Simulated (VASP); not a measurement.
# Cu (Fm-3m) in VASP: single point with PBEsol

Aim: the single point of Cu with PBEsol.

All numbers are computed with VASP 6.6.1; they aren't measurements. Logs are shortened: lines on timing, memory, paths and dates and some standing lists are left out, and cuts for length are marked.

**1. The cell of the first run**

The structure is cubic, space group Fm-3m (No. 225). Conventional cell: a = 3.563 Å, b = 3.563 Å, c = 3.563 Å, α = 90.00°, β = 90.00°, γ = 90.00°. Within 3.3 Å of Cu (site symmetry m-3m) lie 12 Cu at 2.52 Å.

**2. Single point, PBEsol**

The input, INCAR:

```
SYSTEM = Cu
  PREC = Accurate
  ENCUT = 820
  EDIFF = 1E-6
  ISMEAR = -1
  SIGMA = 0.1
  LREAL = .FALSE.
  LASPH = .TRUE.
  NELM = 120
  ALGO = Normal
  ISIF = 2
  LWAVE = .FALSE.
  LCHARG = .TRUE.
  GGA = PS
  LELF = .TRUE.
  LVHAR = .TRUE.
  NBANDS = 16
  GGA_COMPAT = .FALSE.
```

The input, KPOINTS:

```
Automatic mesh
0
G
  21 21 21
  0 0 0
```

The input, POSCAR:

```
Cu
1.0
    0.0000000000      1.7816632217      1.7816632217
    1.7816632217      0.0000000000      1.7816632217
    1.7816632217      1.7816632217      0.0000000000
Cu
1
Direct
    0.0000000000      0.0000000000      0.0000000000
```

Potentials or basis: VASP PAW PBE potentials, release 64 (Cu_sv_GW).

Command:

```
$ cat potpaw_PBE.64/Cu_sv_GW/POTCAR > POTCAR
$ mpirun -np 1 vasp_std > vasp.out
```

OUTCAR:

```text
SYSTEM = Cu
   PREC = Accurate
   ENCUT = 820
   EDIFF = 1E-6
   ISMEAR = -1
   LREAL = .FALSE.
   LASPH = .TRUE.
   NELM = 120
   ISIF = 2
   GGA = PS

 ion  position               nearest neighbor table
   1  0.000  0.000  0.000-

  LATTYP: Found a face centered cubic cell.
 ALAT       =     3.5633264434

  Lattice vectors:

 A1 = (   0.0000000000,   1.7816632217,   1.7816632217)
 A2 = (   1.7816632217,   0.0000000000,   1.7816632217)
 A3 = (   1.7816632217,   1.7816632217,   0.0000000000)

Analysis of symmetry for initial positions (statically):
=====================================================================
 Subroutine PRICEL returns:
 Original cell was already a primitive cell.

 Routine SETGRP: Setting up the symmetry group for a
 face centered cubic supercell.

 Subroutine GETGRP returns: Found 48 space group operations
 (whereof 48 operations were pure point group operations)
 out of a pool of 48 trial point group operations.

The static configuration has the point symmetry O_h .

Analysis of symmetry for dynamics (positions and initial velocities):
=====================================================================
 Subroutine PRICEL returns:
 Original cell was already a primitive cell.

 Routine SETGRP: Setting up the symmetry group for a
 face centered cubic supercell.

 Subroutine GETGRP returns: Found 48 space group operations
 (whereof 48 operations were pure point group operations)
 out of a pool of 48 trial point group operations.

The dynamic configuration has the point symmetry O_h .

 Subroutine INISYM returns: Found 48 space group operations
 (whereof 48 operations are pure point group operations),
 and found     1 'primitive' translations

----------------------------------------------------------------------------------------

                                     Primitive cell

  volume of cell :      11.3112

  direct lattice vectors                    reciprocal lattice vectors
     0.000000000  1.781663222  1.781663222    -0.280636651  0.280636651  0.280636651
     1.781663222  0.000000000  1.781663222     0.280636651 -0.280636651  0.280636651
     1.781663222  1.781663222  0.000000000     0.280636651  0.280636651 -0.280636651

  length of vectors
     2.519652292  2.519652292  2.519652292     0.486076938  0.486076938  0.486076938

  position of ions in fractional coordinates (direct lattice)
     0.000000000  0.000000000  0.000000000

  ion indices of the primitive-cell ions
   primitive index   ion index
                 1           1

----------------------------------------------------------------------------------------

 KPOINTS: Automatic mesh

Automatic generation of k-mesh.
 Grid dimensions read from file:
 generate k-points for:   21   21   21

 Generating k-lattice:

  Cartesian coordinates                     Fractional coordinates (reciprocal lattice)
    -0.013363650  0.013363650  0.013363650     0.047619048  0.000000000  0.000000000
     0.013363650 -0.013363650  0.013363650     0.000000000  0.047619048  0.000000000
     0.013363650  0.013363650 -0.013363650     0.000000000  0.000000000  0.047619048

  Length of vectors
     0.023146521  0.023146521  0.023146521

  Shift w.r.t. Gamma in fractional coordinates (k-lattice)
     0.000000000  0.000000000  0.000000000

 Subroutine IBZKPT returns following result:
 ===========================================

 Found    286 irreducible k-points:

 Following reciprocal coordinates:
            Coordinates               Weight
  0.000000  0.000000  0.000000      1.000000
  0.047619  0.000000  0.000000      8.000000
  0.095238  0.000000  0.000000      8.000000
  0.142857  0.000000  0.000000      8.000000
  0.190476  0.000000  0.000000      8.000000
  0.238095  0.000000  0.000000      8.000000
[... 16 lines left out ...]
 -0.428571  0.047619  0.000000     24.000000
 -0.380952  0.047619  0.000000     24.000000
 [... further k-points ...]
   k-points           NKPTS =    286   k-points in BZ     NKDIM =    286   number of bands    NBANDS=     16
   number of dos      NEDOS =    301   number of ions     NIONS =      1
   total plane-waves  NPLWV =  13824
   dimension x,y,z NGX =    24 NGY =   24 NGZ =   24
   dimension x,y,z NGXF=    48 NGYF=   48 NGZF=   48
   ions per type =               1
   NGX,Y,Z   is equivalent  to a cutoff of  15.84, 15.84, 15.84 a.u.
   NGXF,Y,Z  is equivalent  to a cutoff of  31.67, 31.67, 31.67 a.u.
 SYSTEM =  Cu
   PREC   = accura    normal or accurate (medium, high low for compatibility)
   ISTART =      0    job   : 0-new  1-cont  2-samecut
   ICHARG =      2    charge: 1-file 2-atom 10-const
   ISPIN  =      1    spin polarized calculation?
   LNONCOLLINEAR =      F non collinear calculations
   LSORBIT =      F    spin-orbit coupling
   LASPH  =      T    aspherical Exc in radial PAW
   ENCUT  =  820.0 eV  60.27 Ry    7.76 a.u.   5.88  5.88  5.88*2*pi/ulx,y,z
   NELM   =    120;   NELMIN=  2; NELMDL= -5     # of ELM steps
   EDIFF  = 0.1E-05   stopping-criterion for ELM
   LREAL  =      F    real-space projection
[... 7 lines left out ...]
   TEBEG  =    0.0;   TEEND  =   0.0 temperature during run
   PSTRESS=    0.0 pullay stress
   NELECT =      19.0000    total number of electrons
   NUPDOWN=      -1.0000    fix difference up-down
   EMIN   =  10.00;   EMAX   =-10.00  energy-range for DOS
   EFERMI =   0.00;   METHOD = LEGACY
   ISMEAR =    -1;   SIGMA  =   0.10  broadening in eV -4-tet -1-fermi 0-gaus
   EFERMI_NEDOS =   21; number of points for ismear=-14 and -15
   IALGO  =     38    algorithm
   IMIX   =      4    mixing-type and parameters
     AMIX     =   0.40;   BMIX     =  1.00
     AMIX_MAG =   1.60;   BMIX_MAG =  1.00
  volume/ion in A,a.u.               =      11.31        76.33
  Fermi-wavevector in a.u.,A,eV,Ry     =   1.946064  3.677527 51.527501  3.787164
  Thomas-Fermi vector in A             =   2.974626
   LORBIT       =      0    0 simple, 1 ext, 2 COOP (PROOUT), +10 PAW based schemes
   GGA     = PS    functional components
   LHFCALC =     F    Hartree Fock is set to
   AEXX    =    0.0000 exact exchange contribution
   IVDW    =     0    specifies the selected vdW correction
   LEPSILON=     F    determine dielectric tensor
   LRPA    =     F    only Hartree local field effects (RPA)
 non-spin polarized calculation
  energy-cutoff  :      820.00
  volume of cell :       11.31
 maximum number of plane-waves:       614
   NGX = 11   NGY = 11   NGZ = 11

 number of electron      18.9999992 magnetization

 Free energy of the ion-electron system (eV)
  ---------------------------------------------------
  ext. energy  EPLUGINS =         0.00000000
  ---------------------------------------------------
  free energy    TOTEN  =        -4.39180563 eV

  energy without entropy =       -4.38122273  energy(sigma->0) =       -4.38651418

 E-fermi :   7.9749     XC(G=0): -13.8320

 val. band max:        7.9077364316   @ k =   0.4762   0.2857   0.0476
 cond. band min:       7.9974355203   @ k =  -0.3333   0.1905   0.0000
 fundamental gap:      0.0896990887
 Fermi energy:         7.9749299779

 k-point     1 :       0.0000    0.0000    0.0000
  band No.  band energies     occupation
      1    -104.4283      2.00000
      2     -61.8805      2.00000
      3     -61.8805      2.00000
      4     -61.8805      2.00000
      5      -1.8381      2.00000
      6       4.8006      2.00000
[... 8 lines left out ...]
     15      36.2410      0.00000
     16      36.2410      0.00000

 k-point     2 :       0.0476    0.0000    0.0000
  band No.  band energies     occupation
      1    -104.4278      2.00000
      2     -61.8832      2.00000
      3     -61.8809      2.00000
      4     -61.8809      2.00000
      5      -1.7527      2.00000
      6       4.7810      2.00000
[... 8 lines left out ...]
     15      36.6507      0.00000
     16      36.6507      0.00000

 k-point     3 :       0.0952    0.0000    0.0000
  band No.  band energies     occupation
      1    -104.4265      2.00000
      2     -61.8912      2.00000
      3     -61.8820      2.00000
      4     -61.8820      2.00000
      5      -1.4987      2.00000
      6       4.7263      2.00000
[... 8 lines left out ...]
     15      37.5488      0.00000
     16      37.5488      0.00000

 k-point     4 :       0.1429    0.0000    0.0000
  band No.  band energies     occupation
      1    -104.4247      2.00000
      2     -61.9044      2.00000
      3     -61.8838      2.00000
      4     -61.8838      2.00000
      5      -1.0830      2.00000
      6       4.6482      2.00000
[... 8 lines left out ...]
     15      38.1580      0.00000
     16      38.4656      0.00000

 k-point     5 :       0.1905    0.0000    0.0000
  band No.  band energies     occupation
      1    -104.4224      2.00000
      2     -61.9210      2.00000
      3     -61.8863      2.00000
      4     -61.8863      2.00000
      5      -0.5200      2.00000
      6       4.5672      2.00000
[... 8 lines left out ...]
     15      38.1573      0.00000
     16      38.3919      0.00000

 k-point     6 :       0.2381    0.0000    0.0000
  band No.  band energies     occupation
      1    -104.4200      2.00000
      2     -61.9400      2.00000
      3     -61.8891      2.00000
      4     -61.8891      2.00000
      5       0.1631      2.00000
      6       4.5154      2.00000
[... 8 lines left out ...]
     15      37.3365      0.00000
     16      37.3365      0.00000

 k-point     7 :       0.2857    0.0000    0.0000
  band No.  band energies     occupation
      1    -104.4175      2.00000
      2     -61.9594      2.00000
      3     -61.8920      2.00000
      4     -61.8920      2.00000
      5       0.9129      2.00000
      6       4.5463      2.00000
[... 8 lines left out ...]
     15      36.2107      0.00000
     16      36.2107      0.00000

 k-point     8 :       0.3333    0.0000    0.0000
  band No.  band energies     occupation
      1    -104.4150      2.00000
      2     -61.9772      2.00000
      3     -61.8947      2.00000
      4     -61.8947      2.00000
      5       1.6274      2.00000
      6       4.7513      2.00000
[... 8 lines left out ...]
     15      35.2205      0.00000
     16      35.2205      0.00000

 k-point     9 :       0.3810    0.0000    0.0000
  band No.  band energies     occupation
      1    -104.4130      2.00000
      2     -61.9919      2.00000
      3     -61.8970      2.00000
      4     -61.8970      2.00000
      5       2.1631      2.00000
      6       4.8350      2.00000
[... 8 lines left out ...]
     15      34.4265      0.00000
     16      34.4265      0.00000
[... 172 lines left out ...]
 k-point    19 :       0.3810    0.0476    0.0000
  band No.  band energies     occupation
      1    -104.4135      2.00000
      2     -61.9870      2.00000
      3     -61.8981      2.00000
      4     -61.8968      2.00000
      5       2.0686      2.00000
      6       4.8200      2.00000
[... 8 lines left out ...]
     15      34.5323      0.00000
     16      35.9832      0.00000

 k-point    20 :       0.4286    0.0476    0.0000
  band No.  band energies     occupation
      1    -104.4117      2.00000
      2     -61.9988      2.00000
      3     -61.8996      2.00000
      4     -61.8991      2.00000
      5       2.4342      2.00000
      6       4.7703      2.00000
[... 8 lines left out ...]
     15      34.4286      0.00000
     16      35.2139      0.00000

 k-point    21 :       0.4762    0.0476    0.0000
  band No.  band energies     occupation
      1    -104.4107      2.00000
      2     -62.0059      2.00000
      3     -61.9008      2.00000
      4     -61.9002      2.00000
      5       2.5943      2.00000
      6       4.7404      2.00000
[... 8 lines left out ...]
     15      34.4701      0.00000
     16      34.6028      0.00000

 k-point    22 :      -0.4762    0.0476    0.0000
  band No.  band energies     occupation
      1    -104.4104      2.00000
      2     -62.0079      2.00000
      3     -61.9015      2.00000
      4     -61.9000      2.00000
      5       2.6279      2.00000
      6       4.7355      2.00000
[... 8 lines left out ...]
     15      34.1561      0.00000
     16      34.6557      0.00000

 k-point    23 :      -0.4286    0.0476    0.0000
  band No.  band energies     occupation
      1    -104.4110      2.00000
      2     -62.0041      2.00000
      3     -61.9015      2.00000
      4     -61.8989      2.00000
      5       2.5585      2.00000
      6       4.7556      2.00000
[... 8 lines left out ...]
     15      33.8852      0.00000
     16      34.9740      0.00000

 k-point    24 :      -0.3810    0.0476    0.0000
  band No.  band energies     occupation
      1    -104.4123      2.00000
      2     -61.9953      2.00000
      3     -61.9006      2.00000
      4     -61.8971      2.00000
      5       2.3400      2.00000
      6       4.7975      2.00000
[... 8 lines left out ...]
     15      33.8223      0.00000
     16      35.3994      0.00000

 [... further k-points ...]

------------------------ aborting loop because EDIFF is reached ----------------------------------------

  FORCE on cell =-STRESS in cart. coord.  units (eV):
  Direction    XX          YY          ZZ          XY          YZ          ZX
  --------------------------------------------------------------------------------------
  -------------------------------------------------------------------------------------
  Total       -0.0722644     -0.0722644     -0.0722644     -0.0000000      0.0000000     -0.0000000
  in kB      -10.2359483    -10.2359483    -10.2359483     -0.0000000      0.0000000     -0.0000000
  external PRESSURE =     -10.2359483 kB  Pullay stress =       0.0000000 kB

 VOLUME and BASIS-vectors are now :
 -----------------------------------------------------------------------------
  energy-cutoff  :      820.00
  volume of cell :       11.31
      direct lattice vectors                 reciprocal lattice vectors
     0.000000000  1.781663222  1.781663222    -0.280636651  0.280636651  0.280636651
     1.781663222  0.000000000  1.781663222     0.280636651 -0.280636651  0.280636651
     1.781663222  1.781663222  0.000000000     0.280636651  0.280636651 -0.280636651

 POSITION                                       TOTAL-FORCE (eV/Angst)
 -----------------------------------------------------------------------------------
      0.00000      0.00000      0.00000         0.000000     -0.000000     -0.000000
 -----------------------------------------------------------------------------------
    total drift:                               -0.000000     -0.000000     -0.000000

  FREE ENERGIE OF THE ION-ELECTRON SYSTEM (eV)
  ---------------------------------------------------
  free  energy   TOTEN  =        -4.3918056289 eV

  energy  without entropy=       -4.3812227317  energy(sigma->0) =       -4.38651418
```

Wall time 50 s (1 thread of AMD EPYC 9R45 (Zen 5), shared host); peak memory 0.22 GiB.

Results:

* Free energy: -4.3918 eV
* Pressure: -1.0 GPa
* Band gap on the k mesh: zero (an odd number of electrons rules out a gap without spin polarisation)

Caveat: the PAW data sets were made with another functional, which shifts forces and pressure a little.

The gap in the log of VASP goes by the Fermi energy; the results here count the filled bands.